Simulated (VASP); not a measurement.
LiF (Griceite), 2 atoms in the cell. Symmetry: Fm-3m, No. 225, cubic system. The conventional cell has a = 3.990 Å, b = 3.990 Å, c = 3.990 Å, α = 90.00°, β = 90.00°, γ = 90.00°. Within 2.6 Å of Li (site symmetry m-3m) lie 6 F at 1.99 Å. Within 2.6 Å of F (site symmetry m-3m) lie 6 Li at 1.99 Å. 

| Quantity | Value |
| --- | --- |
| Program | VASP 6.6.1 |
| Task | single point |
| Functional | r2SCAN |
| Potentials or basis | VASP PAW PBE potentials, release 64 (Li_sv, F) |
| Cutoff | 520 eV |
| k mesh | 10 × 10 × 10 |
| Occupations | gaussian, width 0.01 eV |
| Spin | no spin polarisation |
| Dipole correction | no |
| Further INCAR settings | ALGO = Normal; EDIFF = 1e-07; NBANDS = 12 |

Potentials or basis: VASP PAW PBE potentials, release 64 (Li_sv, F).

Run with:

```bash
$ cat potpaw_PBE.64/Li_sv/POTCAR potpaw_PBE.64/F/POTCAR > POTCAR
$ cp INCAR.step1 INCAR
$ mpirun -np 1 vasp_std > vasp.out
$ cp INCAR.step2 INCAR
$ mpirun -np 1 vasp_std > vasp.out
```

Hardware: 1 thread of Intel Xeon 6975P-C (shared host).

Q: How long does it take, and how much memory?

A: Wall time 33 s on 1 thread of Intel Xeon 6975P-C, with other jobs on the host, peak memory 0.13 GiB. Counts: k points 47.
